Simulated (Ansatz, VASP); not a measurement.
**Two plane-wave programs on Sn**

POSCAR

```
Sn
1.0
   -2.9401404553      2.9401404553      1.5193368895
    2.9401404553     -2.9401404553      1.5193368895
    2.9401404553      2.9401404553     -1.5193368895
Sn
2
Direct
    0.7500000000      0.2500000000      0.5000000000
    0.0000000000      0.0000000000      0.0000000000
```

INCAR.step1

```
PREC = Accurate
ENCUT = 520
ISMEAR = 0
SIGMA = 0.15
LREAL = False
LASPH = True
NELM = 60
NBANDS = 21
GGA = PE
ALGO = Normal
EDIFF = 1E-4
LWAVE = True
LCHARG = False
```

Contents of INCAR.step2:

```
PREC = Accurate
ENCUT = 520
EDIFF = 1E-6
ISMEAR = 0
SIGMA = 0.15
LREAL = False
LASPH = True
NELM = 60
ALGO = Normal
ISIF = 2
LWAVE = False
LCHARG = False
METAGGA = R2SCAN
LMIXTAU = True
NBANDS = 21
ISTART = 1
```

Contents of KPOINTS:

```
Automatic mesh
0
Gamma
  16 16 16
```

Input for Ansatz:

```yaml
crystal:
  lattice:
    - [-2.9401404553, 2.9401404553, 1.5193368895]
    - [2.9401404553, -2.9401404553, 1.5193368895]
    - [2.9401404553, 2.9401404553, -1.5193368895]
  atoms:
    - { symbol: Sn, position: [0.75, 0.25, 0.5] }
    - { symbol: Sn, position: [0.0, 0.0, 0.0] }
basis:
  ecutwfc: 500
kpoints:
  mp_grid: { grid: [16, 16, 16] }
hamiltonian:
  xc: r2scan
scf:
  occupations: { method: gaussian, width: 0.15 }
output:
  forces: true
  stress: true
  eigenvalues: true
```

Change from the starting cell: strain +0.000 along x and y, -0.050 along z, atoms carried along.

Alike in both runs: task single point; functional r2SCAN; k mesh 16 × 16 × 16; occupations gaussian, width 0.15 eV; no spin polarisation.

|  | VASP | Ansatz |
| --- | --- | --- |
| version | VASP 6.6.1 | Ansatz 0.2.0 |
| potentials or method | VASP PAW PBE potentials, release 64 (Sn_d), cutoff 520 eV | scalar-relativistic, plane waves, PAW |
| valence electrons in the cell | 28 | 28 |

|  | VASP | Ansatz | Ansatz less VASP |
| --- | --- | --- | --- |
| gap on the k mesh at the Fermi level (eV) | none | none | - |
| pressure (GPa) | 3.1 | 3.1 | +0.01 |
| traceless stress, the component that is largest in VASP (GPa) | 2.94 | 2.94 | -0.003 |

VASP's potentials were made for PBE, not for r2SCAN. A gap of «none» marks a metal or a gap that the smearing closes.
